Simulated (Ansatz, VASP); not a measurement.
## Two plane-wave programs on C

```xyz
2
Lattice="0.0000 1.7566 1.8369 1.7566 0.0000 1.8369 1.7566 1.7566 0.0000" Properties=species:S:1:pos:R:3 pbc="T T T"
C     1.7566    1.7566    1.8369
C     2.6350    2.6350    2.7554
```

Change from the starting cell: strain -0.015 along x and y, +0.030 along z, atoms carried along.

Alike in both runs: task single point; functional r2SCAN; k mesh 12 × 12 × 12; occupations gaussian, width 0.05 eV; no spin polarisation.

|  | VASP | Ansatz |
| --- | --- | --- |
| version | VASP 6.6.1 | Ansatz 0.2.0 |
| potentials or method | VASP PAW PBE potentials, release 64 (C), cutoff 520 eV | scalar-relativistic, plane waves, PAW |
| valence electrons in the cell | 8 | 8 |

```tsv
	VASP	Ansatz	Ansatz less VASP
gap on the k mesh at the Fermi level (eV)	3.75	3.78	+0.030
least direct gap on the mesh (eV)	5.41	5.46	+0.044
pressure (GPa)	-1.0	-2.1	-1.10
traceless stress, the component that is largest in VASP (GPa)	-30.67	-30.73	-0.054
```

VASP's potentials were made for PBE, not for r2SCAN. The functional is the same, so the differences come from potentials, cutoffs and numerics.
